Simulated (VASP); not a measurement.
# Tl (Im-3m) in VASP: settings compared, part 2 of 2

VASP 6.6.1.

**4. Single point, PBEsol+D3(BJ), non-collinear spin, typed start**

This run uses another cell than the first one, of 29.93 Å³/atom.

INCAR reads:

```
PREC     = Accurate       # precision mode
ENCUT    = 520            # plane-wave cutoff, eV
EDIFF    = 1E-7           # SCF threshold, eV
ISMEAR   = -1             # smearing method
SIGMA    = 0.1            # smearing width, eV
LREAL    = F              # projectors in reciprocal space
LASPH    = T              # aspherical terms in the spheres
NELM     = 150            # most SCF steps
ALGO     = Fast           # electronic algorithm
ISIF     = 2              # what is computed and relaxed
LWAVE    = F              # write WAVECAR
LCHARG   = F              # write CHGCAR
LNONCOLLINEAR= T              # non-collinear magnetism
MAGMOM   = 0 0 0.5        # initial moments
LORBIT   = 11             # projections on sites
GGA      = PS             # functional
IVDW     = 12             # dispersion correction
NBANDS   = 24             # bands
```

KPOINTS reads:

```
regular mesh
0
Gamma
  10 10 10
```

POSCAR reads:

```
Tl
1.0
   -1.9559951735      1.9559951735      1.9559951735
    1.9559951735     -1.9559951735      1.9559951735
    1.9559951735      1.9559951735     -1.9559951735
Tl
1
Direct
    0.0000000000      0.0000000000      0.0000000000
```

Potentials or basis: VASP PAW PBE potentials, release 64 (Tl_d).

On the command line:

```sh
> cat potpaw_PBE.64/Tl_d/POTCAR > POTCAR
> mpirun -np 1 vasp_ncl > vasp.out
```

OUTCAR:

```text
PREC = Accurate
   ENCUT = 520
   EDIFF = 1E-7
   ISMEAR = -1
   LREAL = F
   LASPH = T
   NELM = 150
   ISIF = 2
   LNONCOLLINEAR = T
   LORBIT = 11
   GGA = PS
   IVDW = 12
 IVDW          = 12

 ion  position               nearest neighbor table
   1  0.000  0.000  0.000-

  LATTYP: Found a body centered cubic cell.
 ALAT       =     3.9119903470

  Lattice vectors:

 A1 = (  -1.9559951735,   1.9559951735,   1.9559951735)
 A2 = (   1.9559951735,  -1.9559951735,   1.9559951735)
 A3 = (   1.9559951735,   1.9559951735,  -1.9559951735)

Analysis of symmetry for initial positions (statically):
=====================================================================
[... 858 lines left out ...]

 VOLUME and BASIS-vectors are now :
 -----------------------------------------------------------------------------
  energy-cutoff  :      520.00
  volume of cell :       29.93
      direct lattice vectors                 reciprocal lattice vectors
    -1.955995174  1.955995174  1.955995174     0.000000000  0.255624353  0.255624353
     1.955995174 -1.955995174  1.955995174     0.255624353  0.000000000  0.255624353
     1.955995174  1.955995174 -1.955995174     0.255624353  0.255624353  0.000000000

 POSITION                                       TOTAL-FORCE (eV/Angst)
 -----------------------------------------------------------------------------------
      0.00000      0.00000      0.00000         0.000000      0.000000     -0.000000
 -----------------------------------------------------------------------------------
    total drift:                               -0.000000     -0.000000     -0.000000

  FREE ENERGIE OF THE ION-ELECTRON SYSTEM (eV)
  ---------------------------------------------------
  free  energy   TOTEN  =        -3.0000250877 eV

  energy  without entropy=       -2.9886993939  energy(sigma->0) =       -2.99436224

 total charge

# of ion       s       p       d       tot
------------------------------------------
    1        1.176   0.374   9.636  11.186

 magnetization (x)

# of ion       s       p       d       tot
------------------------------------------
    1        0.000   0.000   0.000   0.000

 magnetization (y)

# of ion       s       p       d       tot
------------------------------------------
    1        0.000   0.000   0.000   0.000

 magnetization (z)

# of ion       s       p       d       tot
------------------------------------------
    1       -0.000   0.000  -0.000  -0.000
```

OSZICAR:

```text
N       E                     dE             d eps       ncg     rms          rms(c)
DAV:   1     0.680653990778E+02    0.68065E+02   -0.67051E+03  7048   0.100E+03
DAV:   2    -0.126788397471E+01   -0.69333E+02   -0.67416E+02  8224   0.252E+02
DAV:   3    -0.263111339464E+01   -0.13632E+01   -0.13605E+01  8176   0.315E+01
DAV:   4    -0.263912488425E+01   -0.80115E-02   -0.80109E-02  7960   0.268E+00
DAV:   5    -0.263924075509E+01   -0.11587E-03   -0.11587E-03  8088   0.327E-01    0.275E+00
RMM:   6    -0.263760272652E+01    0.16380E-02   -0.40436E-02  6934   0.160E+00    0.149E+00
RMM:   7    -0.263527994336E+01    0.23228E-02   -0.91622E-03  7021   0.860E-01    0.956E-01
RMM:   8    -0.263442350729E+01    0.85644E-03   -0.20906E-03  7147   0.396E-01    0.414E-01
RMM:   9    -0.263427230393E+01    0.15120E-03   -0.20742E-04  7465   0.116E-01    0.151E-01
RMM:  10    -0.263406800901E+01    0.20429E-03   -0.58031E-05  7616   0.690E-02    0.137E-02
RMM:  11    -0.263407021603E+01   -0.22070E-05   -0.51652E-06  7777   0.220E-02    0.720E-03
RMM:  12    -0.263407012053E+01    0.95497E-07   -0.97765E-07  7832   0.101E-02
   1 F= -.30000251E+01 E0= -.29943622E+01  d E =-.113257E-01  mag=    -0.0000     0.0000     0.0000
```

Wall time 8.3 min (1 thread of Intel Xeon 8259CL, shared host); peak memory 0.34 GiB.

What came out:

| Item | Value |
| --- | --- |
| Free energy | -3.0000 eV |
| Pressure | -3.6 GPa |
| Band gap on the k mesh | zero (bands 13 and 14 overlap by 12.94 eV) |
| Net moment | 0.00 μB per cell |
| Valence electrons inside the program's atomic spheres | Tl 11.19 |
| Dispersion energy per atom | -0.366 eV |

Moments on the atoms (μB; x, y, z):
```
Tl  0.00 0.00 0.00
```

Caveat: the cell stands under tension; the PAW data sets were made with another functional, which shifts forces and pressure a little; spin-orbit coupling is left out, which moves the levels of the heavy elements.

**5. The runs side by side**

| level | spin | cell | smearing | gap on the mesh (eV) | pressure (GPa) | moment (μB) |
| --- | --- | --- | --- | --- | --- | --- |
| SVWN5 | off | a = 3.295 Å, angles 109.5°, 1 atom | methfessel-paxton 0.05 eV | none | -0.6 | - |
| revPBE | non-collinear, zero start, SOC | a = 3.388 Å, angles 109.5°, 1 atom | methfessel-paxton 0.1 eV | - | 2.2 | 0.00 |
| PBEsol+D3(BJ) | non-collinear, typed start | a = 3.388 Å, angles 109.5°, 1 atom | fermi-dirac 0.1 eV | none | -3.6 | 0.00 |

Alike in all rows: task single point; potentials or basis VASP PAW PBE potentials, release 64 (Tl_d); k mesh 10 × 10 × 10; cutoff (eV) 520.

Caveats: the PAW data sets were made with another functional, which shifts forces and pressure a little; spin-orbit coupling is left out, which moves the levels of the heavy elements (at least some runs); the cell stands under tension (at least some runs).

Total energies depend on the potentials used, so only differences within one code and one set of settings carry meaning.
